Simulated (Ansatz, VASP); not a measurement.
# Two plane-wave programs on Ta2N

```
Ta N
1.0
     3.11286    0.00000    0.00000
    -1.55643    2.69582    0.00000
     0.00000    0.00000    4.86984
Ta N
2 1
Direct
  0.33333 0.66667 0.25471
  0.66667 0.33333 0.74529
  0.00000 0.00000 0.00000
```

Alike in both runs: task single point; functional LDA; k mesh 10 × 10 × 6; non-collinear spin, spin-orbit coupling.

|  | VASP | Ansatz |
| --- | --- | --- |
| version | VASP 6.6.1 | Ansatz 0.2.0 |
| potentials or method | VASP PAW LDA potentials, release 64 (Ta_pv, N) | Ansatz PAW |
| plane-wave cutoff (eV) | 520 | 420 |
| occupations | methfessel-paxton of order 1, width 0.01 eV | cold, width 0.01 eV |
| valence electrons in the cell | 27 | 31 |

Ansatz gave:

* pressure (GPa): -14.8
* traceless stress, the component that is largest in VASP (GPa): 0.75
* rms of the force components (eV/Å): 0.200

Q: What did VASP give for the same quantities?

A: Pressure (GPa): -12.9; traceless stress, the component that is largest in VASP (GPa): 0.30; rms of the force components (eV/Å): 0.179.

LDA's correlation is that of Perdew and Zunger in VASP and of Perdew and Wang (1992) in Ansatz. Atom by atom the forces differ by 0.021 eV/Å (rms over components). VASP's potentials hold 27 valence electrons a cell and Ansatz's 31, so a difference there can come from the potentials and not from the codes.
